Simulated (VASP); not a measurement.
## Ta3Ga: single point with r2SCAN

Crystal: Ta3Ga.

```
CELL_PARAMETERS angstrom
4.04283 0.00000 0.00000
0.00000 4.04283 0.00000
0.00000 0.00000 4.04283
ATOMIC_POSITIONS crystal
Ta 0.00000 0.50000 0.50000
Ta 0.50000 0.00000 0.50000
Ta 0.50000 0.50000 0.00000
Ga 0.00000 0.00000 0.00000
```

```json
{
  "Program": "VASP 6.6.1",
  "Task": "single point",
  "Functional": "r2SCAN",
  "Potentials or basis": "VASP PAW PBE potentials, release 64 (Ta_pv, Ga_d)",
  "Cutoff": "520 eV",
  "k mesh": "4 × 4 × 4",
  "Occupations": "gaussian, width 0.1 eV",
  "Spin": "no spin polarisation"
}
```

The pressure is 9.5 GPa. The band gap on the k mesh is zero (band 23 reaches 7.08 eV, above the bottom of band 24 at 6.25 eV).

Levels at points of the mesh, in eV from the Fermi level:
```tsv
k point	band 20	band 21	band 22	band 23	band 24	band 25
(0.00, 0.00, 0.00)	-3.04	-3.04	0.51	0.51	0.51	2.50
(0.50, 0.00, 0.00)	-2.43	-1.20	0.00	0.00	0.52	0.99
(0.50, 0.50, 0.00)	-1.57	-1.57	-1.47	0.17	0.17	1.37
(0.50, 0.50, 0.50)	-1.80	-1.80	0.07	0.07	0.07	1.19
```

It took 49 s on 1 thread of Intel(R) Xeon(R) Platinum 8488C (Sapphire Rapids) (shared host), peak memory 0.17 GiB.

Caveat: the k points lie up to 0.39 Å⁻¹ apart; the PAW data sets were made with another functional, which shifts forces and pressure a little; spin-orbit coupling is left out, which moves the levels of the heavy elements.
